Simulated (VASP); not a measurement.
A run of VASP 6.6.1 is set up as follows.

File POSCAR:

```
GeSb4Te7
1.0
    4.2656559796      0.0000000000      0.0000000000
   -2.1328279898      3.6941664421      0.0000000000
    0.0000000000      0.0000000000     24.2241478557
Ge Sb Te
1 4 7
Direct
    0.0000000000      0.0000000000      0.5000000000
    0.6666666667      0.3333333333      0.9182117396
    0.3333333333      0.6666666667      0.3480243046
    0.3333333333      0.6666666667      0.0817882604
    0.6666666667      0.3333333333      0.6519756954
    0.3333333333      0.6666666667      0.8477998835
    0.6666666667      0.3333333333      0.1522001165
    0.0000000000      0.0000000000      0.7219453688
    0.6666666667      0.3333333333      0.4308888333
    0.3333333333      0.6666666667      0.5691111667
    0.0000000000      0.0000000000      0.0000000000
    0.0000000000      0.0000000000      0.2780546312
```

Contents of INCAR.step1:

```
ALGO = Normal ; EDIFF = 1E-4
ENCUT = 520 ; GGA = PE
ISMEAR = -1 ; LASPH = True
LCHARG = False ; LREAL = False
LWAVE = True ; NBANDS = 50
NELM = 100 ; PREC = Accurate
SIGMA = 0.02
```

The input INCAR.step2:

```
ALGO = Normal ; BPARAM = 11.95
CPARAM = 0.0093 ; EDIFF = 1E-7
ENCUT = 520 ; ISIF = 2
ISMEAR = -1 ; ISTART = 1
IVDW_NL = 2 ; LASPH = True
LCHARG = False ; LMIXTAU = True
LREAL = False ; LUSE_VDW = True
LWAVE = False ; METAGGA = R2SCAN
NBANDS = 50 ; NELM = 100
PREC = Accurate ; SIGMA = 0.02
```

Contents of KPOINTS:

```
k-points
0
Gamma
  6 6 2
```

Potentials or basis: VASP PAW PBE potentials, release 64 (Ge_d, Sb, Te).

Command:

```sh
$ cat potpaw_PBE.64/Ge_d/POTCAR potpaw_PBE.64/Sb/POTCAR potpaw_PBE.64/Te/POTCAR > POTCAR
$ cp INCAR.step1 INCAR
$ mpirun -np 1 vasp_std > vasp.out
$ cp INCAR.step2 INCAR
$ mpirun -np 1 vasp_std > vasp.out
```

**Question.** Estimate the pressure.

**Answer.** 0.2 GPa.

**Question.** Estimate the largest force.

**Answer.** 0.040 eV/Å.

**Question.** What does it give for the band gap on the k mesh?

**Answer.** 0.41 eV, direct.

Forces in eV/Å, atoms in the order of the input:
```
Ge   0.000  0.000  0.000
Sb   0.000  0.000  0.032
Sb   0.000  0.000  0.031
Sb   0.000  0.000 -0.032
Sb   0.000  0.000 -0.031
Te   0.000  0.000 -0.040
Te   0.000  0.000  0.040
Te   0.000  0.000  0.039
Te   0.000  0.000  0.002
Te   0.000  0.000 -0.002
Te   0.000  0.000  0.000
Te   0.000  0.000 -0.039
```

Caveat: the PAW data sets were made with another functional, which shifts forces and pressure a little; spin-orbit coupling is left out, which moves the levels of the heavy elements. A k mesh can miss the band edges.
